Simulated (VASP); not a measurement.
# W2C: single point with r2SCAN

Crystal: W2C.

```
W C
1.0
     3.07005    0.00000    0.00000
    -1.53502    2.65874    0.00000
     0.00000    0.00000    4.67843
W C
2 1
Direct
  0.33333 0.66667 0.74633
  0.66667 0.33333 0.25367
  0.00000 0.00000 0.00000
```

- Program: VASP 6.6.1
- Task: single point
- Functional: r2SCAN
- Potentials or basis: VASP PAW PBE potentials, release 64 (W_sv, C)
- Cutoff: 660 eV
- k mesh: 6 × 6 × 2
- Occupations: methfessel-paxton, width 0.19 eV
- Spin: no spin polarisation
- Dipole correction: no
- Further INCAR settings: ALGO = Normal; EDIFF = 1e-06; NBANDS = 23

| Item | Value |
| --- | --- |
| Pressure | -5.5 GPa |
| Largest force | 0.103 eV/Å |
| Band gap on the k mesh | zero (bands 16 and 17 overlap by 2.59 eV) |

Forces in eV/Å, atoms in the order of the input:
```
W    0.000  0.000  0.103
W    0.000  0.000 -0.103
C    0.000  0.000  0.000
```

Stress tensor (GPa, compression positive):
```
-3.64  0.00  0.00
 0.00 -3.64  0.00
 0.00  0.00 -9.26
```

Levels at points of the mesh, in eV from the Fermi level:
| k point | band 12 | band 13 | band 14 | band 15 | band 16 | band 17 | band 18 | band 19 | band 20 | band 21 |
| --- | --- | --- | --- | --- | --- | --- | --- | --- | --- | --- |
| (0.00, 0.00, 0.00) | -5.88 | -4.50 | -1.62 | -1.54 | -1.54 | -1.27 | -1.27 | 0.47 | 0.47 | 1.50 |
| (0.50, 0.00, 0.00) | -6.26 | -5.77 | -3.84 | -2.09 | 1.32 | 2.22 | 2.49 | 3.07 | 3.18 | 3.46 |
| (0.00, 0.00, 0.50) | -6.21 | -3.52 | -3.16 | -2.49 | -2.49 | 0.88 | 0.88 | 1.60 | 1.60 | 3.35 |
| (0.50, 0.00, 0.50) | -5.76 | -4.37 | -3.05 | -2.83 | -0.69 | 0.13 | 1.99 | 2.56 | 2.86 | 3.20 |

Run time: 2.4 min on 1 thread of Intel(R) Xeon(R) Platinum 8375C CPU @ 2.90GHz (Ice Lake) (shared host), peak memory 0.19 GiB.

Caveat: the k points lie up to 0.67 Å⁻¹ apart, too coarse for converged energies and pressures of a metal; the PAW data sets were made with another functional, which shifts forces and pressure a little; spin-orbit coupling is left out, which moves the levels of the heavy elements.
